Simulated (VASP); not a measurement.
# Na16H (a cell with a defect) in VASP: notebook

The runs below take Na16H (a cell with a defect) through single point, with PBE.

Program: VASP 6.6.1. These are calculated values, not measurements. Logs are shortened: lines on timing, memory, paths and dates and some standing lists are left out, and cuts for length are marked.

## (1) The cell of the first run

The cell holds a defect, 17 atoms: a = 8.460 Å, b = 8.460 Å, c = 8.460 Å, α = 90.00°, β = 90.00°, γ = 90.00°.

## (2) Single point, PBE

INCAR

```
ALGO = Normal ; EDIFF = 1E-6
ENCUT = 520 ; GGA = PE
ISIF = 2 ; ISMEAR = -1
LASPH = T ; LCHARG = T
LELF = T ; LREAL = Auto
LVHAR = T ; LWAVE = F
NBANDS = 70 ; NELM = 100
PREC = Accurate ; SIGMA = 0.05
```

KPOINTS

```
k-points
0
Gamma
  2 2 2
```

POSCAR

```
Na16H
1.0
    8.4600000000      0.0000000000      0.0000000000
    0.0000000000      8.4600000000      0.0000000000
    0.0000000000      0.0000000000      8.4600000000
Na H
16 1
Direct
   -0.0236406619     -0.0064539007     -0.0180378251
    0.5172104019     -0.0743380615     -0.0340898345
   -0.0491843972      0.5322695035      0.0041016548
   -0.0042553191     -0.0084515366      0.5070212766
    0.2805437352      0.2573049645      0.2002364066
    0.5052600473      0.5332505910     -0.0413593381
    0.5061938534     -0.0032624113      0.5114302600
    0.7876950355      0.2156737589      0.2163356974
    0.0538179669      0.5050945626      0.4866075650
    0.2612174941      0.7946572104      0.1944799054
    0.1796217494      0.2081205674      0.8529432624
    0.5045862884      0.4978014184      0.4970567376
    0.7738416076      0.6976004728      0.3282505910
    0.7620449173      0.3362884161      0.7695035461
    0.1957328605      0.7549527187      0.7527186761
    0.7348345154      0.7549527187      0.7508865248
    0.0577423168      0.2094444444      0.3614066194
```

Potentials or basis: VASP PAW PBE potentials, release 64 (Na_pv, H).

On the command line:

```console
cat potpaw_PBE.64/Na_pv/POTCAR potpaw_PBE.64/H/POTCAR > POTCAR
mpirun -np 1 vasp_std > vasp.out
```

OUTCAR:

```text
EDIFF = 1E-6
   ENCUT = 520
   GGA = PE
   ISIF = 2
   ISMEAR = -1
   LASPH = T
   LREAL = Auto
   NELM = 100
   PREC = Accurate

 ion  position               nearest neighbor table
   1  0.976  0.994  0.982-  11 2.73
   2  0.517  0.926  0.966-
   3  0.951  0.532  0.004-
   4  0.996  0.992  0.507-
   5  0.281  0.257  0.200-
   6  0.505  0.533  0.959-
   7  0.506  0.997  0.511-
   8  0.788  0.216  0.216-
   9  0.054  0.505  0.487-
  10  0.261  0.795  0.194-
  11  0.180  0.208  0.853-   1 2.73
  12  0.505  0.498  0.497-
  13  0.774  0.698  0.328-
  14  0.762  0.336  0.770-
  15  0.196  0.755  0.753-
  16  0.735  0.755  0.751-
  17  0.058  0.209  0.361-

  LATTYP: Found a simple cubic cell.
 ALAT       =     8.4600000000

  Lattice vectors:

 A1 = (   8.4600000000,   0.0000000000,   0.0000000000)
 A2 = (   0.0000000000,   8.4600000000,   0.0000000000)
 A3 = (   0.0000000000,   0.0000000000,   8.4600000000)

Analysis of symmetry for initial positions (statically):
=====================================================================
 Subroutine PRICEL returns:
 Original cell was already a primitive cell.

 Routine SETGRP: Setting up the symmetry group for a
 simple cubic supercell.

 Subroutine GETGRP returns: Found  1 space group operations
 (whereof  1 operations were pure point group operations)
 out of a pool of 48 trial point group operations.

The static configuration has the point symmetry C_1 .

Analysis of symmetry for dynamics (positions and initial velocities):
=====================================================================
 Subroutine PRICEL returns:
 Original cell was already a primitive cell.

 Routine SETGRP: Setting up the symmetry group for a
 simple cubic supercell.

 Subroutine GETGRP returns: Found  1 space group operations
 (whereof  1 operations were pure point group operations)
 out of a pool of 48 trial point group operations.

The dynamic configuration has the point symmetry C_1 .

 Subroutine INISYM returns: Found  1 space group operations
 (whereof  1 operations are pure point group operations),
 and found     1 'primitive' translations
[... 105 lines left out ...]
   LASPH  =      T    aspherical Exc in radial PAW
   ENCUT  =  520.0 eV  38.22 Ry    6.18 a.u.  15.73 15.73 15.73*2*pi/ulx,y,z
   NELM   =    100;   NELMIN=  2; NELMDL= -5     # of ELM steps
   EDIFF  = 0.1E-05   stopping-criterion for ELM
   LREAL  =      T    real-space projection
   EDIFFG = 0.1E-04   stopping-criterion for IOM
   NSW    =      0    number of steps for IOM
   IBRION =     -1    ionic relax: 0-MD 1-quasi-New 2-CG
   NFREE  =      0    steps in history (QN), initial steepest desc. (CG)
   ISIF   =      2    stress and relaxation
   ISYM   =      2    0-nonsym 1-usesym 2-fastsym
   POTIM  = 0.5000    time-step for ionic-motion
   TEBEG  =    0.0;   TEEND  =   0.0 temperature during run
   PSTRESS=    0.0 pullay stress
   NELECT =     113.0000    total number of electrons
   NUPDOWN=      -1.0000    fix difference up-down
   EMIN   =  10.00;   EMAX   =-10.00  energy-range for DOS
   EFERMI =   0.00;   METHOD = LEGACY
   ISMEAR =    -1;   SIGMA  =   0.05  broadening in eV -4-tet -1-fermi 0-gaus
   EFERMI_NEDOS =   21; number of points for ismear=-14 and -15
   IALGO  =     38    algorithm
   IMIX   =      4    mixing-type and parameters
     AMIX     =   0.40;   BMIX     =  1.00
     AMIX_MAG =   1.60;   BMIX_MAG =  1.00
  volume/ion in A,a.u.               =      35.62       240.36
  Fermi-wavevector in a.u.,A,eV,Ry     =   0.935543  1.767921 11.908383  0.875241
  Thomas-Fermi vector in A             =   2.062462
   LORBIT       =      0    0 simple, 1 ext, 2 COOP (PROOUT), +10 PAW based schemes
   GGA     = PE    functional components
   LHFCALC =     F    Hartree Fock is set to
   AEXX    =    0.0000 exact exchange contribution
   IVDW    =     0    specifies the selected vdW correction
   LEPSILON=     F    determine dielectric tensor
   LRPA    =     F    only Hartree local field effects (RPA)
 non-spin polarized calculation
  energy-cutoff  :      520.00
  volume of cell :      605.50
 maximum number of plane-waves:     16384
 NGX is ok and might be reduce to    64
   NGX = 31   NGY = 31   NGZ = 31

 number of electron     113.0000012 magnetization

 Free energy of the ion-electron system (eV)
  ---------------------------------------------------
  ext. energy  EPLUGINS =         0.00000000
  ---------------------------------------------------
  free energy    TOTEN  =       -22.64375645 eV

  energy without entropy =      -22.54962056  energy(sigma->0) =      -22.59668850

 E-fermi :   0.1328     XC(G=0):  -6.4428

 val. band max:        0.1277444171   @ k =   0.5000   0.5000   0.0000
 cond. band min:       0.1382972814   @ k =   0.5000   0.5000   0.0000
 fundamental gap:      0.0105528643
 Fermi energy:         0.1327562794

 k-point     1 :       0.0000    0.0000    0.0000
  band No.  band energies     occupation
      1     -24.9366      2.00000
      2     -24.8909      2.00000
      3     -24.8578      2.00000
      4     -24.8548      2.00000
      5     -24.8500      2.00000
      6     -24.8490      2.00000
[... 557 lines left out ...]
     67       2.5981      0.00000
     68       2.6509      0.00000
 [bands above 68 left out]

------------------------ aborting loop because EDIFF is reached ----------------------------------------

  FORCE on cell =-STRESS in cart. coord.  units (eV):
  Direction    XX          YY          ZZ          XY          YZ          ZX
  --------------------------------------------------------------------------------------
  -------------------------------------------------------------------------------------
  Total        1.5507120      1.0383568      1.8999387      0.0805003      0.1990167     -0.8922182
  in kB        4.1032752      2.7475532      5.0273495      0.2130086      0.5266099     -2.3608619
  external PRESSURE =       3.9593926 kB  Pullay stress =       0.0000000 kB

 VOLUME and BASIS-vectors are now :
 -----------------------------------------------------------------------------
  energy-cutoff  :      520.00
  volume of cell :      605.50
      direct lattice vectors                 reciprocal lattice vectors
     8.460000000  0.000000000  0.000000000     0.118203310  0.000000000  0.000000000
     0.000000000  8.460000000  0.000000000     0.000000000  0.118203310  0.000000000
     0.000000000  0.000000000  8.460000000     0.000000000  0.000000000  0.118203310

 POSITION                                       TOTAL-FORCE (eV/Angst)
 -----------------------------------------------------------------------------------
      8.26000      8.40540      8.30740        -0.436006     -0.486270      0.193657
      4.37560      7.83110      8.17160         0.050910      0.492684      0.131759
      8.04390      4.50300      0.03470         0.280728      0.173039      0.173998
      8.42400      8.38850      4.28940         0.059153      0.231592     -0.077150
      2.37340      2.17680      1.69400        -0.088815     -0.031165      0.374831
      4.27450      4.51130      8.11010        -0.228078     -0.158620      0.238408
[... 9 lines left out ...]
      6.21670      6.38690      6.35250         0.342723     -0.051452     -0.303254
      0.48850      1.77190      3.05750        -0.123541      0.115144     -0.054786
 -----------------------------------------------------------------------------------
    total drift:                                0.000717     -0.001074      0.000873

  FREE ENERGIE OF THE ION-ELECTRON SYSTEM (eV)
  ---------------------------------------------------
  free  energy   TOTEN  =       -22.6437564488 eV

  energy  without entropy=      -22.5496205555  energy(sigma->0) =      -22.59668850
```

Wall time 3.7 min (1 thread of Intel Xeon 6975P-C (Granite Rapids), shared host); peak memory 0.64 GiB.

What came out:

```yaml
Free_energy: -22.6438 eV
Pressure: 0.4 GPa
Largest_force: 0.882 eV/Å
Band_gap_on_the_k_mesh: zero (an odd number of electrons rules out a gap without spin polarisation)
```

Forces in eV/Å, atoms in the order of the input:
```
Na  -0.436 -0.486  0.194
Na   0.051  0.493  0.132
Na   0.281  0.173  0.174
Na   0.059  0.232 -0.077
Na  -0.089 -0.031  0.375
Na  -0.228 -0.159  0.238
Na  -0.053  0.074  0.011
Na  -0.028  0.156  0.256
Na   0.045 -0.372 -0.034
Na  -0.170 -0.202  0.257
Na   0.441  0.425 -0.635
Na  -0.202 -0.059  0.047
Na  -0.098  0.250 -0.335
Na   0.015 -0.472 -0.263
Na   0.194 -0.085  0.021
Na   0.343 -0.051 -0.303
H   -0.124  0.115 -0.055
```

Caveat: the k points lie up to 0.37 Å⁻¹ apart, too coarse for converged energies and pressures of a metal; the atoms stand as in a frame of molecular dynamics.

## (3) Single point, PBE

INCAR

```
PREC = Accurate
ENCUT = 520
EDIFF = 1E-6
ISMEAR = -1
SIGMA = 0.05
LREAL = Auto
LASPH = T
NELM = 100
ALGO = Normal
ISIF = 2
LWAVE = F
LCHARG = F
GGA = PE
NBANDS = 70
```

KPOINTS

```
Automatic mesh
0
Gamma
  2 2 2
```

POSCAR

```
Na16H
1.0
    8.4600000000      0.0000000000      0.0000000000
    0.0000000000      8.4600000000      0.0000000000
    0.0000000000      0.0000000000      8.4600000000
Na H
16 1
Direct
   -0.0978250591     -0.0485224586      0.0187943262
    0.5216548463     -0.0575650118     -0.0540543735
   -0.0552245863      0.4995271868     -0.0247399527
   -0.0033096927     -0.0188061466      0.4941725768
    0.2564302600      0.2542434988      0.2179432624
    0.4872104019      0.5158747045     -0.0423758865
    0.5452009456     -0.0250000000      0.4881678487
    0.7789243499      0.2433806147      0.2306382979
    0.0546217494      0.5115839243      0.4995862884
    0.2970803783      0.7729669031      0.1801773050
    0.1534515366      0.2092553191      0.8676477541
    0.4976595745      0.5099645390      0.4771749409
    0.8088770686      0.7329669031      0.2973758865
    0.7622222222      0.3133806147      0.7501063830
    0.1880851064      0.8041962175      0.7567966903
    0.7923877069      0.7104846336      0.7438534279
    0.0587234043      0.1927423168      0.3105437352
```

Potentials or basis: VASP PAW PBE potentials, release 64 (Na_pv, H).

On the command line:

```console
cat potpaw_PBE.64/Na_pv/POTCAR potpaw_PBE.64/H/POTCAR > POTCAR
mpirun -np 1 vasp_std > vasp.out
```

Wall time 5.3 min (1 thread of Intel Xeon 6975P-C (Granite Rapids), shared host); peak memory 0.63 GiB.

It converged, with:

* Free energy: -22.4949 eV
* Pressure: 0.6 GPa
* Largest force: 0.911 eV/Å
* Band gap on the k mesh: zero (an odd number of electrons rules out a gap without spin polarisation)

Forces on the atoms (eV/Å):
```
Na   0.245  0.085 -0.074
Na   0.110  0.281 -0.077
Na   0.395  0.316  0.528
Na   0.116  0.477 -0.148
Na   0.607  0.089 -0.020
Na   0.006 -0.067  0.007
Na  -0.110  0.082  0.089
Na   0.032  0.091  0.176
Na   0.062 -0.235 -0.046
Na  -0.369 -0.071  0.281
Na   0.214 -0.062 -0.435
Na   0.015  0.023  0.076
Na  -0.268 -0.299 -0.164
Na  -0.199 -0.534 -0.310
Na   0.250 -0.239  0.101
Na  -0.293  0.255 -0.345
H   -0.814 -0.190  0.362
```

Stress tensor (GPa, compression positive):
```
 0.67  0.03 -0.07
 0.03  0.51  0.05
-0.07  0.05  0.61
```

Levels at points of the mesh, in eV from the Fermi level:
| k point | band 54 | band 55 | band 56 | band 57 | band 58 | band 59 |
| --- | --- | --- | --- | --- | --- | --- |
| (0.00, 0.00, 0.00) | -0.90 | -0.75 | -0.16 | 0.87 | 0.89 | 0.93 |
| (0.50, 0.00, 0.00) | -0.44 | -0.36 | -0.33 | -0.32 | -0.17 | 0.53 |
| (0.00, 0.50, 0.00) | -0.52 | -0.45 | -0.38 | -0.34 | -0.19 | 0.74 |
| (0.00, 0.00, 0.50) | -0.52 | -0.40 | -0.34 | -0.32 | -0.26 | 0.64 |
| (0.50, 0.50, 0.00) | -0.17 | -0.07 | 0.05 | 0.08 | 0.17 | 0.23 |
| (0.00, 0.50, 0.50) | -0.10 | -0.05 | 0.02 | 0.05 | 0.11 | 0.15 |
| (0.50, 0.00, 0.50) | -0.18 | -0.08 | 0.03 | 0.07 | 0.15 | 0.29 |
| (0.50, 0.50, 0.50) | -1.38 | -1.34 | -1.15 | 0.32 | 2.01 | 2.06 |

Caveat: the k points lie up to 0.37 Å⁻¹ apart, too coarse for converged energies and pressures of a metal; the atoms stand as in a frame of molecular dynamics.

The gap in the log of VASP goes by the Fermi energy; the results here count the filled bands.